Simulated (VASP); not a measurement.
Write the native input for VASP 6.6.1 that does the following.

```
Task                   : single point
Functional             : LDA
Potentials or basis    : VASP PAW LDA potentials, release 64 (Ru_sv, Al)
Cutoff                 : 600 eV
k mesh                 : 9 × 9 × 9
Occupations            : fermi-dirac, width 0.05 eV
Spin                   : no spin polarisation
Hubbard terms          : Ru d U = 5.0 eV
Dipole correction      : no
Second run             : valence_matched
Further INCAR settings : ALGO = Normal; EDIFF = 1e-06; NBANDS = 16
```

The structure of AlRu lies in POSCAR:

```
AlRu
1.0
    2.9916000000      0.0000000000      0.0000000000
    0.0000000000      2.9916000000      0.0000000000
    0.0000000000      0.0000000000      2.9916000000
Ru Al
1 1
Direct
    0.5000000000      0.5000000000      0.5000000000
    0.0000000000      0.0000000000      0.0000000000
```

These files were run (other wordings do the same):

INCAR

```
SYSTEM = AlRu
PREC = Accurate ; ENCUT = 600
EDIFF = 1E-6 ; ISMEAR = -1
SIGMA = 0.05 ; LREAL = .FALSE.
LASPH = .TRUE. ; NELM = 200
ALGO = Normal ; ISIF = 2
LWAVE = .FALSE. ; LCHARG = .FALSE.
LMAXMIX = 4 ; LDAU = .TRUE.
LDAUTYPE = 2 ; LDAUL = 2 -1
LDAUU = 5 0 ; LDAUJ = 0 0
LDAUPRINT = 1 ; GGA = CA
NBANDS = 16 ; GGA_COMPAT = .FALSE.
```

KPOINTS

```
Automatic mesh
0
G
  9 9 9
  0 0 0
```

Potentials or basis: VASP PAW LDA potentials, release 64 (Ru_sv, Al).

The run is started by

```bash
$ cat potpaw_LDA.64/Ru_sv/POTCAR potpaw_LDA.64/Al/POTCAR > POTCAR
$ mpirun -np 1 vasp_std > vasp.out
```

Results of the run:

```yaml
Pressure: -8.2 GPa
```

Caveat: U without spin polarisation on a metal has little footing; the U is typed as a test and isn't derived for this compound.

Wall time 9 s on 1 thread of AMD EPYC 9R45 96-Core Processor (Zen 5), with other jobs on the host, peak memory 0.1 GiB.
